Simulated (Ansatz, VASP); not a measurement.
# HfC: VASP beside Ansatz

The input INCAR:

```
ALGO = Normal
EDIFF = 1E-6
ENCUT = 520
GGA = PE
ISIF = 2
ISMEAR = 0
LASPH = True
LCHARG = True
LELF = True
LREAL = False
LVHAR = True
LWAVE = False
NBANDS = 14
NELM = 100
PREC = Accurate
SIGMA = 0.15
```

The input KPOINTS:

```
k-points
0
Gamma
  18 18 18
```

File POSCAR:

```
HfC
1.0
   -0.0871875000      2.3250000000      2.3250000000
    2.2378125000      0.0000000000      2.2378125000
    2.3250000000      2.3250000000     -0.0871875000
Hf C
1 1
Direct
    0.5000000000      0.5000000000      0.5000000000
    0.0000000000      0.0000000000      0.0000000000
```

Input for Ansatz:

```yaml
crystal:
  lattice:
    - [-0.0871875, 2.325, 2.325]
    - [2.2378125, 0.0, 2.2378125]
    - [2.325, 2.325, -0.0871875]
  atoms:
    - { symbol: Hf, position: [0.5, 0.5, 0.5] }
    - { symbol: C, position: [0.0, 0.0, 0.0] }
basis:
  ecutwfc: 420
kpoints:
  mp_grid: { grid: [18, 18, 18] }
hamiltonian:
  xc: pbe
scf:
  occupations: { method: gaussian, width: 0.15 }
output:
  forces: true
  stress: true
  eigenvalues: true
  write_density: true
  write_potential: true
  elf: true
  volumetric_format: npy
```

Change from the starting cell: strain -0.0750 x Voigt [0, 0, 0, 0, 1, 0], atoms carried along.

Alike in both runs: task single point; functional PBE; k mesh 18 × 18 × 18; occupations gaussian, width 0.15 eV; no spin polarisation.

|  | VASP | Ansatz |
| --- | --- | --- |
| version | VASP 6.6.1 | Ansatz 0.2.0 |
| potentials or method | VASP PAW PBE potentials, release 64 (Hf_pv, C), cutoff 520 eV | scalar-relativistic, plane waves, PAW |
| valence electrons in the cell | 14 | 30 |

|  | VASP | Ansatz | Ansatz less VASP |
| --- | --- | --- | --- |
| gap on the k mesh at the Fermi level (eV) | none | none | - |
| pressure (GPa) | -0.1 | 0.5 | +0.67 |
| traceless stress, the component that is largest in VASP (GPa) | 12.78 | 12.78 | -0.006 |

A gap of «none» marks a metal or a gap that the smearing closes. The functional is the same, so the differences come from potentials, cutoffs and numerics. VASP's potentials hold 14 valence electrons a cell and Ansatz's 30, so a difference there can come from the potentials and not from the codes.

Spin-orbit coupling is off throughout.
